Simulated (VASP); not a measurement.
# Au (Cmcm) in VASP: a series of runs

Runs on Au. Level: LDA. Tasks: single point.

Program: VASP 6.6.1. These are calculated values, not measurements. Logs are shortened: lines on timing, memory, paths and dates and some standing lists are left out, and cuts for length are marked.

**1. The cell of the first run**

The structure is orthorhombic, space group Cmcm (No. 63). Conventional cell: a = 2.860 Å, b = 5.179 Å, c = 4.958 Å, α = 90.00°, β = 90.00°, γ = 90.00°. Au (site symmetry m2m) has 12 Au at 2.86 to 3.01 Å within 3.8 Å.

**2. Single point, LDA (volume scaled by 1.04)**

The input, INCAR:

```
  PREC = Accurate
  ENCUT = 520
  EDIFF = 1E-7
  ISMEAR = -1
  SIGMA = 0.05
  LREAL = False
  LASPH = True
  NELM = 100
  ALGO = Normal
  ISIF = 2
  LWAVE = False
  LCHARG = False
  GGA = CA
  NBANDS = 18
```

The input, KPOINTS:

```
Automatic mesh
0
Gamma
  11 11 6
```

The input, POSCAR:

```
Au
1.0
    1.4298819627     -2.5895675798      0.0000000000
    1.4298819627      2.5895675798      0.0000000000
    0.0000000000      0.0000000000      4.9575608049
Au
2
Direct
    0.3346720300      0.6653279700      0.2500000000
    0.6653279700      0.3346720300      0.7500000000
```

Potentials or basis: VASP PAW LDA potentials, release 64 (Au).

Command:

```console
$ cat potpaw_LDA.64/Au/POTCAR > POTCAR
$ mpirun -np 1 vasp_std > vasp.out
```

OUTCAR:

```text
PREC = Accurate
   ENCUT = 520
   EDIFF = 1E-7
   ISMEAR = -1
   LREAL = False
   LASPH = True
   NELM = 100
   ISIF = 2
   GGA = CA

 ion  position               nearest neighbor table
   1  0.335  0.665  0.250-   2 2.99   2 2.99   2 2.99   2 2.99   2 3.01   2 3.01
   2  0.665  0.335  0.750-   1 2.99   1 2.99   1 2.99   1 2.99   1 3.01   1 3.01

  LATTYP: Found a base centered orthorhombic cell.
 ALAT       =     2.8597639254
 B/A-ratio  =     1.8110359088
 C/A-ratio  =     1.7335559627

  Lattice vectors:

 A1 = (   1.4298819627,  -2.5895675798,   0.0000000000)
 A2 = (   1.4298819627,   2.5895675798,   0.0000000000)
 A3 = (   0.0000000000,   0.0000000000,   4.9575608049)

Analysis of symmetry for initial positions (statically):
=====================================================================
 Subroutine PRICEL returns:
 Original cell was already a primitive cell.

 Routine SETGRP: Setting up the symmetry group for a
 base centered orthorhombic supercell.

 Subroutine GETGRP returns: Found  8 space group operations
 (whereof  4 operations were pure point group operations)
 out of a pool of  8 trial point group operations.

The static configuration has the point symmetry C_2h.
 The point group associated with its full space group is D_2h.

Analysis of symmetry for dynamics (positions and initial velocities):
=====================================================================
 Subroutine PRICEL returns:
 Original cell was already a primitive cell.

 Routine SETGRP: Setting up the symmetry group for a
 base centered orthorhombic supercell.

 Subroutine GETGRP returns: Found  8 space group operations
 (whereof  4 operations were pure point group operations)
 out of a pool of  8 trial point group operations.

The dynamic configuration has the point symmetry C_2h.
 The point group associated with its full space group is D_2h.

 Subroutine INISYM returns: Found  8 space group operations
 (whereof  4 operations are pure point group operations),
 and found     1 'primitive' translations

----------------------------------------------------------------------------------------

                                     Primitive cell

  volume of cell :      36.7135

  direct lattice vectors                    reciprocal lattice vectors
     1.429881963 -2.589567580  0.000000000     0.349679213 -0.193082430  0.000000000
     1.429881963  2.589567580  0.000000000     0.349679213  0.193082430  0.000000000
     0.000000000  0.000000000  4.957560805     0.000000000  0.000000000  0.201712100

  length of vectors
     2.958111336  2.958111336  4.957560805     0.399445086  0.399445086  0.201712100

  position of ions in fractional coordinates (direct lattice)
     0.334672030  0.665327970  0.250000000
     0.665327970  0.334672030  0.750000000

  ion indices of the primitive-cell ions
   primitive index   ion index
                 1           1
                 2           2

----------------------------------------------------------------------------------------

 KPOINTS: Automatic mesh

Automatic generation of k-mesh.
 Grid dimensions read from file:
 generate k-points for:   11   11    6

 Generating k-lattice:

  Cartesian coordinates                     Fractional coordinates (reciprocal lattice)
     0.031789019 -0.017552948  0.000000000     0.090909091  0.000000000  0.000000000
     0.031789019  0.017552948  0.000000000     0.000000000  0.090909091  0.000000000
     0.000000000  0.000000000  0.033618683     0.000000000  0.000000000  0.166666667

  Length of vectors
     0.036313190  0.036313190  0.033618683

  Shift w.r.t. Gamma in fractional coordinates (k-lattice)
     0.000000000  0.000000000  0.000000000

 Subroutine IBZKPT returns following result:
 ===========================================

 Found    144 irreducible k-points:

 Following reciprocal coordinates:
            Coordinates               Weight
  0.000000  0.000000  0.000000      1.000000
  0.090909 -0.000000  0.000000      4.000000
  0.181818  0.000000  0.000000      4.000000
  0.272727  0.000000  0.000000      4.000000
  0.363636 -0.000000  0.000000      4.000000
  0.454545 -0.000000  0.000000      4.000000
[... 16 lines left out ...]
 -0.272727  0.181818  0.000000      4.000000
 -0.181818  0.181818  0.000000      2.000000
 [... further k-points ...]
   k-points           NKPTS =    144   k-points in BZ     NKDIM =    144   number of bands    NBANDS=     18
   number of dos      NEDOS =    301   number of ions     NIONS =      2
   total plane-waves  NPLWV =  23040
   dimension x,y,z NGX =    24 NGY =   24 NGZ =   40
   dimension x,y,z NGXF=    48 NGYF=   48 NGZF=   80
   ions per type =               2
   NGX,Y,Z   is equivalent  to a cutoff of  13.49, 13.49, 13.41 a.u.
   NGXF,Y,Z  is equivalent  to a cutoff of  26.98, 26.98, 26.83 a.u.
 SYSTEM =  unknown system
   PREC   = accura    normal or accurate (medium, high low for compatibility)
   ISTART =      0    job   : 0-new  1-cont  2-samecut
   ICHARG =      2    charge: 1-file 2-atom 10-const
   ISPIN  =      1    spin polarized calculation?
   LNONCOLLINEAR =      F non collinear calculations
   LSORBIT =      F    spin-orbit coupling
   LASPH  =      T    aspherical Exc in radial PAW
   ENCUT  =  520.0 eV  38.22 Ry    6.18 a.u.   5.50  5.50  9.22*2*pi/ulx,y,z
   NELM   =    100;   NELMIN=  2; NELMDL= -5     # of ELM steps
   EDIFF  = 0.1E-06   stopping-criterion for ELM
   LREAL  =      F    real-space projection
   EDIFFG = 0.1E-05   stopping-criterion for IOM
   NSW    =      0    number of steps for IOM
   IBRION =     -1    ionic relax: 0-MD 1-quasi-New 2-CG
   NFREE  =      0    steps in history (QN), initial steepest desc. (CG)
   ISIF   =      2    stress and relaxation
   ISYM   =      2    0-nonsym 1-usesym 2-fastsym
   POTIM  = 0.5000    time-step for ionic-motion
   TEBEG  =    0.0;   TEEND  =   0.0 temperature during run
   PSTRESS=    0.0 pullay stress
   NELECT =      22.0000    total number of electrons
   NUPDOWN=      -1.0000    fix difference up-down
   EMIN   =  10.00;   EMAX   =-10.00  energy-range for DOS
   EFERMI =   0.00;   METHOD = LEGACY
   ISMEAR =    -1;   SIGMA  =   0.05  broadening in eV -4-tet -1-fermi 0-gaus
   EFERMI_NEDOS =   21; number of points for ismear=-14 and -15
   IALGO  =     38    algorithm
   IMIX   =      4    mixing-type and parameters
     AMIX     =   0.40;   BMIX     =  1.00
     AMIX_MAG =   1.60;   BMIX_MAG =  1.00
  volume/ion in A,a.u.               =      18.36       123.88
  Fermi-wavevector in a.u.,A,eV,Ry     =   1.380195  2.608191 25.918272  1.904939
  Thomas-Fermi vector in A             =   2.505095
   LORBIT       =      0    0 simple, 1 ext, 2 COOP (PROOUT), +10 PAW based schemes
   GGA     = CA    functional components
   LHFCALC =     F    Hartree Fock is set to
   AEXX    =    0.0000 exact exchange contribution
   IVDW    =     0    specifies the selected vdW correction
   LEPSILON=     F    determine dielectric tensor
   LRPA    =     F    only Hartree local field effects (RPA)
 non-spin polarized calculation
  energy-cutoff  :      520.00
  volume of cell :       36.71
 maximum number of plane-waves:      1018
 NGX is ok and might be reduce to    24
   NGX = 11   NGY = 11   NGZ = 19

 number of electron      22.0000003 magnetization

 Free energy of the ion-electron system (eV)
  ---------------------------------------------------
  ext. energy  EPLUGINS =         0.00000000
  ---------------------------------------------------
  free energy    TOTEN  =        -8.70793481 eV

  energy without entropy =       -8.70055481  energy(sigma->0) =       -8.70424481

 E-fermi :   8.0016     XC(G=0): -12.5544

 val. band max:        7.9906485120   @ k =   0.1818   0.1818   0.3333
 cond. band min:       8.0184487483   @ k =  -0.4545   0.4545   0.5000
 fundamental gap:      0.0278002363
 Fermi energy:         8.0015936463

 k-point     1 :       0.0000    0.0000    0.0000
  band No.  band energies     occupation
      1      -1.0814      2.00000
      2       1.2512      2.00000
      3       3.5153      2.00000
      4       3.5721      2.00000
      5       3.8820      2.00000
      6       4.1176      2.00000
[... 10 lines left out ...]
     17      25.5010      0.00000
     18      26.3992      0.00000

 k-point     2 :       0.0909   -0.0000    0.0000
  band No.  band energies     occupation
      1      -0.8270      2.00000
      2       1.4641      2.00000
      3       3.4821      2.00000
      4       3.7510      2.00000
      5       3.9499      2.00000
      6       4.1293      2.00000
[... 10 lines left out ...]
     17      24.7147      0.00000
     18      25.5818      0.00000

 k-point     3 :       0.1818    0.0000    0.0000
  band No.  band energies     occupation
      1      -0.1107      2.00000
      2       1.9777      2.00000
      3       3.3658      2.00000
      4       3.8518      2.00000
      5       3.8987      2.00000
      6       4.1930      2.00000
[... 10 lines left out ...]
     17      24.3959      0.00000
     18      25.1254      0.00000

 k-point     4 :       0.2727    0.0000    0.0000
  band No.  band energies     occupation
      1       0.8647      2.00000
      2       2.2335      2.00000
      3       3.1331      2.00000
      4       3.5368      2.00000
      5       3.7476      2.00000
      6       4.1570      2.00000
[... 375 lines left out ...]
      4       3.0238      2.00000
      5       3.7487      2.00000
      6       3.8438      2.00000
[... 10 lines left out ...]
     17      22.5874      0.00000
     18      23.6405      0.00000

 k-point    23 :      -0.2727    0.1818    0.0000
  band No.  band energies     occupation
      1       0.4278      2.00000
      2       2.1862      2.00000
      3       3.1465      2.00000
      4       3.4782      2.00000
      5       3.5669      2.00000
      6       4.1683      2.00000
[... 10 lines left out ...]
     17      23.9205      0.00000
     18      24.9228      0.00000

 k-point    24 :      -0.1818    0.1818    0.0000
  band No.  band energies     occupation
      1      -0.1934      2.00000
      2       1.8528      2.00000
      3       3.2201      2.00000
      4       3.5634      2.00000
      5       3.9024      2.00000
      6       4.2222      2.00000
[... 10 lines left out ...]
     17      24.4241      0.00000
     18      24.7169      0.00000

 [... further k-points ...]
[... 5 lines left out ...]
  --------------------------------------------------------------------------------------
  -------------------------------------------------------------------------------------
  Total       -2.8032135     -3.4915711     -3.2684476      0.0000000      0.0000000      0.0000000
  in kB     -122.3323396   -152.3722898   -142.6351722      0.0000000      0.0000000      0.0000000
  external PRESSURE =    -139.1132672 kB  Pullay stress =       0.0000000 kB

 VOLUME and BASIS-vectors are now :
 -----------------------------------------------------------------------------
  energy-cutoff  :      520.00
  volume of cell :       36.71
      direct lattice vectors                 reciprocal lattice vectors
     1.429881963 -2.589567580  0.000000000     0.349679213 -0.193082430  0.000000000
     1.429881963  2.589567580  0.000000000     0.349679213  0.193082430  0.000000000
     0.000000000  0.000000000  4.957560805     0.000000000  0.000000000  0.201712100

 POSITION                                       TOTAL-FORCE (eV/Angst)
 -----------------------------------------------------------------------------------
      1.42988      0.85626      1.23939         0.000000     -0.000170     -0.000000
      1.42988     -0.85626      3.71817         0.000000      0.000170      0.000000
 -----------------------------------------------------------------------------------
    total drift:                               -0.000000     -0.000000     -0.000000

  FREE ENERGIE OF THE ION-ELECTRON SYSTEM (eV)
  ---------------------------------------------------
  free  energy   TOTEN  =        -8.7079348081 eV

  energy  without entropy=       -8.7005548128  energy(sigma->0) =       -8.70424481
```

It took 2 min on 1 thread of AMD EPYC 7R13, shared host; peak memory 0.17 GiB.

Results:

```yaml
Free_energy: -8.7079 eV
Pressure: -13.9 GPa
Band_gap_on_the_k_mesh: zero (band 11 reaches 11.59 eV, above the bottom of band 12 at 5.61 eV)
```

Stress tensor (GPa, compression positive):
```
-12.23   0.00   0.00
  0.00 -15.24   0.00
  0.00   0.00 -14.26
```

Caveat: spin-orbit coupling is left out, which moves the levels of the heavy elements.

**3. Single point, LDA (volume scaled by 1.06)**

The input, INCAR:

```
SYSTEM = Au
PREC = Accurate ; ENCUT = 520
EDIFF = 1E-6 ; ISMEAR = -1
SIGMA = 0.05 ; LREAL = .False.
LASPH = .True. ; NELM = 60
ALGO = Fast ; ISIF = 2
LWAVE = .False. ; LCHARG = .False.
GGA = CA ; NBANDS = 18
```

The input, KPOINTS:

```
regular mesh
0
Gamma
  11 11 6
  0 0 0
```

The input, POSCAR:

```
Au
1.0
    1.4389897367     -2.6060620855      0.0000000000
    1.4389897367      2.6060620855      0.0000000000
    0.0000000000      0.0000000000      4.9891384766
Au
2
Direct
    0.3346720300      0.6653279700      0.2500000000
    0.6653279700      0.3346720300      0.7500000000
```

Potentials or basis: VASP PAW LDA potentials, release 64 (Au).

Command:

```console
$ cat potpaw_LDA.64/Au/POTCAR > POTCAR
$ mpirun -np 1 vasp_std > vasp.out
```

OUTCAR:

```text
SYSTEM = Au
   PREC = Accurate
   ENCUT = 520
   EDIFF = 1E-6
   ISMEAR = -1
   LREAL = .False.
   LASPH = .True.
   NELM = 60
   ISIF = 2
   GGA = CA

 ion  position               nearest neighbor table
   1  0.335  0.665  0.250-   2 3.01   2 3.01   2 3.01   2 3.01   2 3.03   2 3.03
   2  0.665  0.335  0.750-   1 3.01   1 3.01   1 3.01   1 3.01   1 3.03   1 3.03

  LATTYP: Found a base centered orthorhombic cell.
 ALAT       =     2.8779794734
 B/A-ratio  =     1.8110359088
 C/A-ratio  =     1.7335559627

  Lattice vectors:

 A1 = (   1.4389897367,  -2.6060620855,   0.0000000000)
 A2 = (   1.4389897367,   2.6060620855,   0.0000000000)
 A3 = (   0.0000000000,   0.0000000000,   4.9891384766)

Analysis of symmetry for initial positions (statically):
=====================================================================
 Subroutine PRICEL returns:
 Original cell was already a primitive cell.

 Routine SETGRP: Setting up the symmetry group for a
 base centered orthorhombic supercell.

 Subroutine GETGRP returns: Found  8 space group operations
 (whereof  4 operations were pure point group operations)
 out of a pool of  8 trial point group operations.
[... 160 lines left out ...]
  ext. energy  EPLUGINS =         0.00000000
  ---------------------------------------------------
  free energy    TOTEN  =        -8.64296379 eV

  energy without entropy =       -8.63566613  energy(sigma->0) =       -8.63931496

 E-fermi :   7.7069     XC(G=0): -12.4464

 val. band max:        7.6900891279   @ k =   0.1818   0.1818   0.3333
 cond. band min:       7.7219419083   @ k =  -0.3636   0.0909   0.3333
 fundamental gap:      0.0318527803
 Fermi energy:         7.7068510284

 k-point     1 :       0.0000    0.0000    0.0000
  band No.  band energies     occupation
      1      -1.1891      2.00000
      2       1.1158      2.00000
      3       3.3209      2.00000
      4       3.3755      2.00000
      5       3.6748      2.00000
      6       3.9045      2.00000
[... 481 lines left out ...]
      5       3.7044      2.00000
      6       4.0062      2.00000
[... 10 lines left out ...]
     17      24.0507      0.00000
     18      24.3666      0.00000

 [... further k-points ...]
[... 5 lines left out ...]
  --------------------------------------------------------------------------------------
  -------------------------------------------------------------------------------------
  Total       -3.3544318     -3.9781106     -3.7087954      0.0000000      0.0000000      0.0000000
  in kB     -143.6254978   -170.3293274   -158.7981547      0.0000000      0.0000000      0.0000000
  external PRESSURE =    -157.5843266 kB  Pullay stress =       0.0000000 kB

 VOLUME and BASIS-vectors are now :
 -----------------------------------------------------------------------------
  energy-cutoff  :      520.00
  volume of cell :       37.42
      direct lattice vectors                 reciprocal lattice vectors
     1.438989737 -2.606062086  0.000000000     0.347465995 -0.191860356  0.000000000
     1.438989737  2.606062086  0.000000000     0.347465995  0.191860356  0.000000000
     0.000000000  0.000000000  4.989138477     0.000000000  0.000000000  0.200435407

 POSITION                                       TOTAL-FORCE (eV/Angst)
 -----------------------------------------------------------------------------------
      1.43899      0.86171      1.24728         0.000000      0.005647      0.000000
      1.43899     -0.86171      3.74185         0.000000     -0.005647     -0.000000
 -----------------------------------------------------------------------------------
    total drift:                                0.000000     -0.000000     -0.000000

  FREE ENERGIE OF THE ION-ELECTRON SYSTEM (eV)
  ---------------------------------------------------
  free  energy   TOTEN  =        -8.6429637858 eV

  energy  without entropy=       -8.6356661255  energy(sigma->0) =       -8.63931496
```

It took 2.2 min on 1 thread of AMD EPYC 7R13, shared host; peak memory 0.17 GiB.

What came out:

- Free energy: -8.6430 eV
- Pressure: -15.8 GPa
- Largest force: 0.006 eV/Å
- Band gap on the k mesh: zero (band 11 reaches 11.23 eV, above the bottom of band 12 at 5.35 eV)

Forces in eV/Å, atoms in the order of the input:
```
Au   0.000  0.006  0.000
Au   0.000 -0.006  0.000
```

Levels at points of the mesh, in eV from the Fermi level:
| k point | band 8 | band 9 | band 10 | band 11 | band 12 | band 13 | band 14 | band 15 |
| --- | --- | --- | --- | --- | --- | --- | --- | --- |
| (0.00, 0.00, 0.00) | -3.23 | -3.08 | -2.06 | -1.98 | -0.74 | 2.18 | 14.58 | 15.46 |
| (0.00, 0.00, 0.50) | -3.86 | -2.48 | -2.48 | -2.34 | -2.34 | 9.85 | 9.85 | 14.87 |

Caveat: spin-orbit coupling is left out, which moves the levels of the heavy elements.

(Part 1 of 2 ends here.)
